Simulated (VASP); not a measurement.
Set up this calculation in VASP 6.6.1, as the native input.

- Task: single point
- Functional: PBE
- Potentials or basis: VASP PAW PBE potentials, release 64 (Bi_d)
- Cutoff: 520 eV
- k mesh: 11 × 11 × 11
- Occupations: fermi-dirac, width 0.03 eV
- Spin: no spin polarisation
- Dipole correction: no
- Further INCAR settings: ALGO = Normal; EDIFF = 1e-06; NBANDS = 22

The structure of Bi lies in POSCAR:

```
Bi
1.0
    2.2275396848      1.2860706367      3.9540000000
   -2.2275396848      1.2860706367      3.9540000000
    0.0000000000     -2.5721412733      3.9540000000
Bi
2
Direct
    0.2338900000      0.2338900000      0.2338900000
    0.7661100000      0.7661100000      0.7661100000
```

This cell differs from its parent crystal: equal xx and yy strain of -2 %.

These files were run (other wordings do the same):

INCAR

```
SYSTEM = Bi
ALGO = Normal ; EDIFF = 1E-6
ENCUT = 520 ; GGA = PE
ISIF = 2 ; ISMEAR = -1
LASPH = .True. ; LCHARG = .False.
LREAL = .False. ; LWAVE = .False.
NBANDS = 22 ; NELM = 100
PREC = Accurate ; SIGMA = 0.03
```

KPOINTS

```
k-points
0
Gamma
  11 11 11
  0 0 0
```

Potentials or basis: VASP PAW PBE potentials, release 64 (Bi_d).

Command:

```bash
$ cat potpaw_PBE.64/Bi_d/POTCAR > POTCAR
$ mpirun -np 1 vasp_std > vasp.out
```

Results of the run:

```yaml
Pressure: 4.1 GPa
Largest_force: 0.377 eV/Å
Band_gap_on_the_k_mesh: zero (bands 15 and 16 overlap by 0.13 eV)
```

Caveat: the cell differs from its parent crystal (equal xx and yy strain of -2 %); the cell stands under pressure; spin-orbit coupling is left out, which moves the levels of the heavy elements.

Run time: 2.4 min on 1 thread of Intel(R) Xeon(R) Platinum 8375C CPU @ 2.90GHz (Ice Lake), with other jobs on the host, peak memory 0.31 GiB.
